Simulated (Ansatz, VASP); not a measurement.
# One calculation of NaLiCl2, two programs

```
Li Na Cl
1.0
     1.89160    1.09211    6.24764
    -1.89160    1.09211    6.24764
     0.00000   -2.18423    6.24764
Li Na Cl
1 1 2
Direct
  0.00000 0.00000 0.00000
  0.50000 0.50000 0.50000
  0.25669 0.25669 0.25669
  0.74331 0.74331 0.74331
```

Alike in both runs: task single point; functional PBE; k mesh 4 × 4 × 4; no spin polarisation.

|  | VASP | Ansatz |
| --- | --- | --- |
| version | VASP 6.6.1 | Ansatz 0.2.0 |
| potentials or method | VASP PAW PBE potentials, release 64 (Li_sv, Na_pv, Cl) | plane waves, PAW |
| plane-wave cutoff (eV) | 750 | 420 |
| occupations | gaussian, width 0.01 eV | fixed |
| valence electrons in the cell | 24 | 26 |

```csv
,VASP,Ansatz,Ansatz less VASP
gap on the k mesh at the Fermi level (eV),5.60,5.60,-0.002
```

VASP's potentials hold 24 valence electrons a cell and Ansatz's 26, so a difference there can come from the potentials and not from the codes.

The k mesh is coarse, so the values compare programs but aren't converged.
